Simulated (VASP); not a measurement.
Runs of VASP 6.6.1 on Al. The structure is that of space group I4/mmm (No. 139), or close to it. The cells are those of the table. 

```tsv
cell	gap on the mesh (eV)	pressure (GPa)
a = 2.747, b = 2.747, c = 2.816 Å, angles 59.2, 59.2, 61.7°, 1 atom	none	(a)
a = 2.960, b = 2.960, c = 2.816 Å, angles 61.6, 61.6, 56.8°, 1 atom	none	-6.1
a = 2.713, b = 2.713, c = 2.816 Å, angles 58.7, 58.7, 62.5°, 1 atom	none	8.5
a = 2.679, b = 2.679, c = 2.816 Å, angles 58.3, 58.3, 63.4°, 1 atom	none	12.3
```

Alike in all rows: task single point; level PBE+D3(BJ); potentials or basis VASP PAW PBE potentials, release 64 (Al); no spin polarisation; k mesh 26 × 26 × 26; cutoff (eV) 520; smearing gaussian 0.15 eV.

Question: Estimate the missing entries.

Answer: (a) 5.2.

Caveats: pairwise dispersion overbinds metals, which lowers pressure and volume.

A gap of «none» marks levels without a gap at the run's occupations.
